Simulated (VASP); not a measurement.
# SnO2 (R-3m) in VASP: further runs

The runs below take SnO2 through single point, relaxation of cell and atoms, with PBE.

Program: VASP 6.6.1. These are calculated values, not measurements. Logs are shortened: lines on timing, memory, paths and dates and some standing lists are left out, and cuts for length are marked.

## 1. The cell of the first run

The structure is trigonal, space group R-3m (No. 166). The conventional cell has a = 3.234 Å, b = 3.234 Å, c = 14.755 Å, α = 90.00°, β = 90.00°, γ = 120.00°. Within 2.8 Å of Sn (site symmetry -3m) lie 6 O at 2.12 Å. O (site symmetry 3m) has 3 Sn at 2.12 Å and 3 O at 2.75 Å within 2.8 Å.

## 2. Single point, PBE

The input, INCAR:

```
  ALGO = Normal
  EDIFF = 1E-6
  ENCUT = 520
  GGA = PE
  ISIF = 2
  ISMEAR = 0
  LASPH = True
  LCHARG = True
  LELF = True
  LREAL = False
  LVHAR = True
  LWAVE = False
  NBANDS = 20
  NELM = 80
  PREC = Accurate
  SIGMA = 0.02
```

The input, KPOINTS:

```
k-points
0
Gamma
  12 12 12
```

The input, POSCAR:

```
SnO2
1.0
    1.6167660720      0.9334403269      4.9182553763
   -1.6167660720      0.9334403269      4.9182553763
    0.0000000000     -1.8668806537      4.9182553763
Sn O
1 2
Direct
    0.5000000000      0.5000000000      0.5000000000
    0.2348826742      0.2348826742      0.2348826742
    0.7651173258      0.7651173258      0.7651173258
```

Potentials or basis: VASP PAW PBE potentials, release 64 (Sn_d, O).

Launch:

```
cat potpaw_PBE.64/Sn_d/POTCAR potpaw_PBE.64/O/POTCAR > POTCAR
mpirun -np 1 vasp_std > vasp.out
```

OUTCAR:

```text
EDIFF = 1E-6
   ENCUT = 520
   GGA = PE
   ISIF = 2
   ISMEAR = 0
   LASPH = True
   LREAL = False
   NELM = 80
   PREC = Accurate

 ion  position               nearest neighbor table
   1  0.500  0.500  0.500-   2 2.12   3 2.12   2 2.12   2 2.12   3 2.12   3 2.12
   2  0.235  0.235  0.235-   1 2.12   1 2.12   1 2.12
   3  0.765  0.765  0.765-   1 2.12   1 2.12   1 2.12

  LATTYP: Found a trigonal (rhomboedric) cell.
 ALAT       =     5.2606538873
 COS(alpha) =     0.8110943660

  Lattice vectors:

 A1 = (   1.6167660720,   0.9334403269,   4.9182553763)
 A2 = (  -1.6167660720,   0.9334403269,   4.9182553763)
 A3 = (   0.0000000000,  -1.8668806537,   4.9182553763)

Analysis of symmetry for initial positions (statically):
=====================================================================
 Subroutine PRICEL returns:
 Original cell was already a primitive cell.

 Routine SETGRP: Setting up the symmetry group for a
 trigonal (rhombohedral) supercell.

 Subroutine GETGRP returns: Found 12 space group operations
 (whereof 12 operations were pure point group operations)
 out of a pool of 12 trial point group operations.

The static configuration has the point symmetry D_3d.

Analysis of symmetry for dynamics (positions and initial velocities):
=====================================================================
 Subroutine PRICEL returns:
 Original cell was already a primitive cell.

 Routine SETGRP: Setting up the symmetry group for a
 trigonal (rhombohedral) supercell.

 Subroutine GETGRP returns: Found 12 space group operations
 (whereof 12 operations were pure point group operations)
 out of a pool of 12 trial point group operations.

The dynamic configuration has the point symmetry D_3d.

 Subroutine INISYM returns: Found 12 space group operations
 (whereof 12 operations are pure point group operations),
 and found     1 'primitive' translations

----------------------------------------------------------------------------------------

                                     Primitive cell

  volume of cell :      44.5344

  direct lattice vectors                    reciprocal lattice vectors
     1.616766072  0.933440327  4.918255376     0.309259335  0.178550960  0.067774710
    -1.616766072  0.933440327  4.918255376    -0.309259335  0.178550960  0.067774710
     0.000000000 -1.866880654  4.918255376     0.000000000 -0.357101920  0.067774710

  length of vectors
     5.260653887  5.260653887  5.260653887     0.363476537  0.363476537  0.363476537

  position of ions in fractional coordinates (direct lattice)
     0.500000000  0.500000000  0.500000000
     0.234882674  0.234882674  0.234882674
     0.765117326  0.765117326  0.765117326

  ion indices of the primitive-cell ions
   primitive index   ion index
                 1           1
                 2           2
                 3           3

----------------------------------------------------------------------------------------

 KPOINTS: k-points

Automatic generation of k-mesh.
 Grid dimensions read from file:
 generate k-points for:   12   12   12

 Generating k-lattice:

  Cartesian coordinates                     Fractional coordinates (reciprocal lattice)
     0.025771611  0.014879247  0.005647893     0.083333333 -0.000000000  0.000000000
    -0.025771611  0.014879247  0.005647893    -0.000000000  0.083333333  0.000000000
     0.000000000 -0.029758493  0.005647893    -0.000000000 -0.000000000  0.083333333

  Length of vectors
     0.030289711  0.030289711  0.030289711

  Shift w.r.t. Gamma in fractional coordinates (k-lattice)
     0.000000000  0.000000000  0.000000000

 Subroutine IBZKPT returns following result:
 ===========================================

 Found    189 irreducible k-points:

 Following reciprocal coordinates:
            Coordinates               Weight
  0.000000  0.000000  0.000000      1.000000
  0.083333  0.000000  0.000000      6.000000
  0.166667 -0.000000  0.000000      6.000000
  0.250000 -0.000000  0.000000      6.000000
  0.333333 -0.000000 -0.000000      6.000000
  0.416667 -0.000000  0.000000      6.000000
[... 16 lines left out ...]
  0.500000  0.166667  0.000000     12.000000
 -0.416667  0.166667  0.000000     12.000000
 [... further k-points ...]
   k-points           NKPTS =    189   k-points in BZ     NKDIM =    189   number of bands    NBANDS=     20
   number of dos      NEDOS =    301   number of ions     NIONS =      3
   total plane-waves  NPLWV =  64000
   dimension x,y,z NGX =    40 NGY =   40 NGZ =   40
   dimension x,y,z NGXF=    80 NGYF=   80 NGZF=   80
   ions per type =               1   2
   NGX,Y,Z   is equivalent  to a cutoff of  12.64, 12.64, 12.64 a.u.
   NGXF,Y,Z  is equivalent  to a cutoff of  25.28, 25.28, 25.28 a.u.
 SYSTEM =  unknown system
   PREC   = accura    normal or accurate (medium, high low for compatibility)
   ISTART =      0    job   : 0-new  1-cont  2-samecut
   ICHARG =      2    charge: 1-file 2-atom 10-const
   ISPIN  =      1    spin polarized calculation?
   LNONCOLLINEAR =      F non collinear calculations
   LSORBIT =      F    spin-orbit coupling
   LASPH  =      T    aspherical Exc in radial PAW
   ENCUT  =  520.0 eV  38.22 Ry    6.18 a.u.   9.78  9.78  9.78*2*pi/ulx,y,z
   NELM   =     80;   NELMIN=  2; NELMDL= -5     # of ELM steps
   EDIFF  = 0.1E-05   stopping-criterion for ELM
   LREAL  =      F    real-space projection
   EDIFFG = 0.1E-04   stopping-criterion for IOM
   NSW    =      0    number of steps for IOM
   IBRION =     -1    ionic relax: 0-MD 1-quasi-New 2-CG
   NFREE  =      0    steps in history (QN), initial steepest desc. (CG)
   ISIF   =      2    stress and relaxation
   ISYM   =      2    0-nonsym 1-usesym 2-fastsym
   POTIM  = 0.5000    time-step for ionic-motion
   TEBEG  =    0.0;   TEEND  =   0.0 temperature during run
   PSTRESS=    0.0 pullay stress
   NELECT =      26.0000    total number of electrons
   NUPDOWN=      -1.0000    fix difference up-down
   EMIN   =  10.00;   EMAX   =-10.00  energy-range for DOS
   EFERMI =   0.00;   METHOD = LEGACY
   ISMEAR =     0;   SIGMA  =   0.02  broadening in eV -4-tet -1-fermi 0-gaus
   EFERMI_NEDOS =   21; number of points for ismear=-14 and -15
   IALGO  =     38    algorithm
   IMIX   =      4    mixing-type and parameters
     AMIX     =   0.40;   BMIX     =  1.00
     AMIX_MAG =   1.60;   BMIX_MAG =  1.00
  volume/ion in A,a.u.               =      14.84       100.18
  Fermi-wavevector in a.u.,A,eV,Ry     =   1.368256  2.585628 25.471788  1.872124
  Thomas-Fermi vector in A             =   2.494236
   LORBIT       =      0    0 simple, 1 ext, 2 COOP (PROOUT), +10 PAW based schemes
   GGA     = PE    functional components
   LHFCALC =     F    Hartree Fock is set to
   AEXX    =    0.0000 exact exchange contribution
   IVDW    =     0    specifies the selected vdW correction
   LEPSILON=     F    determine dielectric tensor
   LRPA    =     F    only Hartree local field effects (RPA)
 non-spin polarized calculation
 Gauss-broadening in eV      SIGMA  =   0.02
  energy-cutoff  :      520.00
  volume of cell :       44.53
 maximum number of plane-waves:      1218
   NGX = 19   NGY = 19   NGZ = 19

 number of electron      26.0000000 magnetization

 Free energy of the ion-electron system (eV)
  ---------------------------------------------------
  ext. energy  EPLUGINS =         0.00000000
  ---------------------------------------------------
  free energy    TOTEN  =       -18.20083223 eV

  energy without entropy =      -18.20083223  energy(sigma->0) =      -18.20083223

 E-fermi :   3.2056     XC(G=0):  -9.8147

 val. band max:        3.0087408018   @ k =  -0.1667   0.2500   0.0833
 cond. band min:       5.0103425157   @ k =   0.0000   0.0000   0.0000
 fundamental gap:      2.0016017139
 Fermi energy:         3.2055593691

 k-point     1 :       0.0000    0.0000    0.0000
  band No.  band energies     occupation
      1     -16.9875      2.00000
      2     -16.7633      2.00000
      3     -16.7633      2.00000
      4     -16.5859      2.00000
      5     -16.5859      2.00000
      6     -14.9073      2.00000
[... 12 lines left out ...]
     19      20.1903      0.00000
     20      20.1999      0.00000

 k-point     2 :       0.0833    0.0000    0.0000
  band No.  band energies     occupation
      1     -16.9616      2.00000
      2     -16.8173      2.00000
      3     -16.7491      2.00000
      4     -16.5998      2.00000
      5     -16.5859      2.00000
      6     -14.8598      2.00000
[... 12 lines left out ...]
     19      18.5767      0.00000
     20      20.2391      0.00000

 k-point     3 :       0.1667   -0.0000    0.0000
  band No.  band energies     occupation
      1     -17.0033      2.00000
      2     -16.8567      2.00000
      3     -16.7148      2.00000
      4     -16.6233      2.00000
      5     -16.5814      2.00000
      6     -14.7109      2.00000
[... 12 lines left out ...]
     19      17.2705      0.00000
     20      20.3895      0.00000

 k-point     4 :       0.2500   -0.0000    0.0000
  band No.  band energies     occupation
      1     -17.1973      2.00000
      2     -16.7741      2.00000
      3     -16.6853      2.00000
      4     -16.6383      2.00000
      5     -16.5567      2.00000
      6     -14.4609      2.00000
[... 12 lines left out ...]
     19      16.3317      0.00000
     20      20.0297      0.00000

 k-point     5 :       0.3333   -0.0000   -0.0000
  band No.  band energies     occupation
      1     -17.3785      2.00000
      2     -16.7289      2.00000
      3     -16.6773      2.00000
      4     -16.6169      2.00000
      5     -16.5093      2.00000
      6     -14.1471      2.00000
[... 12 lines left out ...]
     19      15.7968      0.00000
     20      18.4127      0.00000
[... 353 lines left out ...]
      6     -14.2515      2.00000
[... 12 lines left out ...]
     19      16.3761      0.00000
     20      18.9020      0.00000

 k-point    22 :       0.4167    0.1667    0.0000
  band No.  band energies     occupation
      1     -17.3224      2.00000
      2     -16.8612      2.00000
      3     -16.6720      2.00000
      4     -16.6336      2.00000
      5     -16.5071      2.00000
      6     -13.8714      2.00000
[... 12 lines left out ...]
     19      16.4963      0.00000
     20      17.7574      0.00000

 k-point    23 :       0.5000    0.1667    0.0000
  band No.  band energies     occupation
      1     -17.4068      2.00000
      2     -16.8595      2.00000
      3     -16.6873      2.00000
      4     -16.5944      2.00000
      5     -16.5076      2.00000
      6     -13.5142      2.00000
[... 12 lines left out ...]
     19      16.6871      0.00000
     20      16.8938      0.00000

 k-point    24 :      -0.4167    0.1667    0.0000
  band No.  band energies     occupation
      1     -17.4371      2.00000
      2     -16.8594      2.00000
      3     -16.6933      2.00000
      4     -16.5650      2.00000
      5     -16.5218      2.00000
      6     -13.3606      2.00000
[... 12 lines left out ...]
     19      16.0705      0.00000
     20      17.0913      0.00000

 [... further k-points ...]
[... 5 lines left out ...]
  --------------------------------------------------------------------------------------
  -------------------------------------------------------------------------------------
  Total        0.2127291      0.2127291      0.0600940      0.0000000      0.0000000      0.0000000
  in kB        7.6531711      7.6531711      2.1619482      0.0000000      0.0000000      0.0000000
  external PRESSURE =       5.8227635 kB  Pullay stress =       0.0000000 kB

 VOLUME and BASIS-vectors are now :
 -----------------------------------------------------------------------------
  energy-cutoff  :      520.00
  volume of cell :       44.53
      direct lattice vectors                 reciprocal lattice vectors
     1.616766072  0.933440327  4.918255376     0.309259335  0.178550960  0.067774710
    -1.616766072  0.933440327  4.918255376    -0.309259335  0.178550960  0.067774710
     0.000000000 -1.866880654  4.918255376     0.000000000 -0.357101920  0.067774710

 POSITION                                       TOTAL-FORCE (eV/Angst)
 -----------------------------------------------------------------------------------
      0.00000      0.00000      7.37738        -0.000000      0.000000      0.000000
      0.00000      0.00000      3.46564         0.000000      0.000000      0.055975
      0.00000      0.00000     11.28913         0.000000     -0.000000     -0.055975
 -----------------------------------------------------------------------------------
    total drift:                               -0.000000      0.000000     -0.000000

  FREE ENERGIE OF THE ION-ELECTRON SYSTEM (eV)
  ---------------------------------------------------
  free  energy   TOTEN  =       -18.2008322319 eV

  energy  without entropy=      -18.2008322319  energy(sigma->0) =      -18.20083223
```

Run time: 3.2 min. Hardware: 1 thread of AMD EPYC 9R45 (Zen 5), shared host; peak memory 0.31 GiB.

Results:

| Item | Value |
| --- | --- |
| Free energy | -18.2008 eV |
| Pressure | 0.6 GPa |
| Largest force | 0.056 eV/Å |
| Band gap on the k mesh | 2.00 eV, indirect (least direct gap 2.18 eV) |

Forces in eV/Å, atoms in the order of the input:
```
Sn   0.000  0.000  0.000
O    0.000  0.000  0.056
O    0.000  0.000 -0.056
```

Caveat: spin-orbit coupling is left out, which moves the levels of the heavy elements. A k mesh can miss the band edges.

## 3. Single point, PBE

The input, INCAR:

```
PREC = Accurate
ENCUT = 520
EDIFF = 1E-7
ISMEAR = 0
SIGMA = 0.05
LREAL = F
LASPH = T
NELM = 60
ALGO = Normal
ISIF = 2
LWAVE = F
LCHARG = F
GGA = PE
NBANDS = 20
```

The input, KPOINTS:

```
regular mesh
0
Gamma
  12 12 12
```

POSCAR is that of step 2.

Potentials or basis: VASP PAW PBE potentials, release 64 (Sn_d, O).

Launch:

```
cat potpaw_PBE.64/Sn_d/POTCAR potpaw_PBE.64/O/POTCAR > POTCAR
mpirun -np 1 vasp_std > vasp.out
```

Wall time 3.4 min (1 thread of AMD EPYC 9R45 (Zen 5), shared host); peak memory 0.31 GiB.

Results (log left out):

| Item | Value |
| --- | --- |
| Free energy | -18.2008 eV |
| Pressure | 0.6 GPa |
| Largest force | 0.056 eV/Å |
| Band gap on the k mesh | 2.00 eV, indirect (least direct gap 2.18 eV) |

Forces on the atoms (eV/Å):
```
Sn   0.000  0.000  0.000
O    0.000  0.000  0.056
O    0.000  0.000 -0.056
```

Stress tensor (GPa, compression positive):
```
0.77 0.00 0.00
0.00 0.77 0.00
0.00 0.00 0.22
```

Levels at points of the mesh, in eV from the valence-band top:
```tsv
k point	band 9	band 10	band 11	band 12	band 13	band 14	band 15	band 16	band 17	band 18
(0.00, 0.00, 0.00)	-1.27	-1.27	-0.88	-0.88	-0.18	2.00	5.76	11.08	11.08	11.30
(0.50, 0.00, 0.00)	-4.13	-2.96	-1.38	-0.54	-0.48	5.35	7.72	10.06	12.35	12.78
(0.50, 0.50, 0.00)	-4.31	-3.02	-1.13	-0.44	-0.04	5.14	6.98	10.71	11.29	12.58
(0.50, 0.50, 0.50)	-1.31	-1.31	-1.16	-0.84	-0.84	3.11	5.65	11.22	11.22	11.64
```

Caveat: spin-orbit coupling is left out, which moves the levels of the heavy elements.

## 4. Relaxation of cell and atoms, PBE

This run uses another cell than the first one, of 14.50 Å³/atom, 0.976 times its volume.

The input, INCAR:

```
  PREC = Accurate
  ENCUT = 600
  EDIFF = 1E-7
  ISMEAR = 0
  SIGMA = 0.02
  LREAL = F
  LASPH = T
  NELM = 80
  ALGO = Normal
  ISIF = 3
  LWAVE = F
  LCHARG = F
  GGA = PE
  IBRION = 2
  NSW = 100
  EDIFFG = -0.005
```

The input, KPOINTS:

```
Automatic mesh
0
Gamma
  12 12 12
```

The input, POSCAR:

```
SnO2
1.0
    1.6170930752      0.9336291223      4.8005925840
   -1.6170930752      0.9336291223      4.8005925840
    0.0000000000     -1.8672582446      4.8005925840
Sn O
1 2
Direct
    0.5000000000      0.5000000000      0.5000000000
    0.2371700000      0.2371700000      0.2371700000
    0.7628300000      0.7628300000      0.7628300000
```

Launch:

```
cat potpaw_PBE.64/Sn_d/POTCAR potpaw_PBE.64/O/POTCAR > POTCAR
mpirun -np 1 vasp_std > vasp.out
```

It took 32 min on 1 thread of AMD EPYC 9R45 (Zen 5), shared host; peak memory 0.37 GiB.

It converged, with:

```
Free energy                            : -18.2050 eV
Relaxed volume                         : 14.35 Å³/atom
Relaxed cell                           : a = 5.087 Å, b = 5.087 Å, c = 5.087 Å, α = 37.15°, β = 37.15°, γ = 37.15°
Space group after relaxing (to 0.05 Å) : R-3m (No. 166)
Energy gained by relaxing              : 0.3 meV/atom
Ionic steps                            : 17
Pressure after relaxing                : 0.0 GPa
Band gap on the k mesh                 : 1.86 eV, indirect (least direct gap 1.95 eV)
```

The path:
```tsv
step	energy change (eV)	largest force (eV/Å)	pressure (GPa)	volume (Å³)
1	0.0000	0.0848	-0.16	43.49
2	-0.0007	0.0004	0.25	43.40
3	-0.0007	0.0123	0.31	43.38
4	-0.0008	0.0004	-0.28	43.53
5	-0.0009	0.0052	-0.02	43.46
6	-0.0009	0.0052	-0.03	43.47
7	-0.0009	0.0061	-0.02	43.45
8	-0.0009	0.0096	0.00	43.41
9	-0.0009	0.0164	0.04	43.34
10	-0.0010	0.0303	0.11	43.18
11	-0.0010	0.0232	0.06	43.26
12	-0.0010	0.0220	0.07	43.26
13	-0.0010	0.0197	0.03	43.25
14	-0.0010	0.0144	-0.02	43.22
15	-0.0010	0.0038	-0.11	43.18
16	-0.0010	0.0026	-0.09	43.14
17	-0.0010	0.0012	-0.02	43.04
```

Final structure:
```
Sn O
1.0
     1.62061    0.93566    4.73063
    -1.62061    0.93566    4.73063
     0.00000   -1.87132    4.73063
Sn O
1 2
Cartesian
  0.0000 0.0000 7.0959
  0.0000 0.0000 3.3704
  0.0000 0.0000 10.8215
```

Levels at points of the mesh, in eV from the valence-band top:
| k point | band 10 | band 11 | band 12 | band 13 | band 14 | band 15 | band 16 | band 17 |
| --- | --- | --- | --- | --- | --- | --- | --- | --- |
| (0.00, 0.00, 0.00) | -1.30 | -0.94 | -0.94 | -0.10 | 1.86 | 5.68 | 10.94 | 10.94 |
| (0.50, 0.00, 0.00) | -2.98 | -1.47 | -0.62 | -0.59 | 5.29 | 7.73 | 9.97 | 12.36 |
| (0.50, 0.50, 0.00) | -3.08 | -1.11 | -0.46 | -0.02 | 5.02 | 6.88 | 10.70 | 11.25 |
| (0.50, 0.50, 0.50) | -1.37 | -1.31 | -0.88 | -0.88 | 3.17 | 5.64 | 11.14 | 11.14 |

Caveat: spin-orbit coupling is left out, which moves the levels of the heavy elements.

## 5. The runs side by side

```tsv
task	cell	cutoff (eV)	smearing	gap on the mesh (eV)	pressure (GPa)	largest force (eV/Å)
single point	a = 5.261 Å, angles 35.8°, 3 atoms	520	gaussian 0.02 eV	2.00	0.6	0.06
single point	a = 5.261 Å, angles 35.8°, 3 atoms	520	gaussian 0.05 eV	2.00	0.6	0.06
relaxation of cell and atoms	relaxed from a = 5.151 Å, angles 36.6°, 3 atoms	600	gaussian 0.02 eV	1.86	0.0	-
```

Alike in all rows: level PBE; potentials or basis VASP PAW PBE potentials, release 64 (Sn_d, O); no spin polarisation; k mesh 12 × 12 × 12.

Caveats: spin-orbit coupling is left out, which moves the levels of the heavy elements.

Total energies depend on the potentials used, so only differences within one code and one set of settings carry meaning.
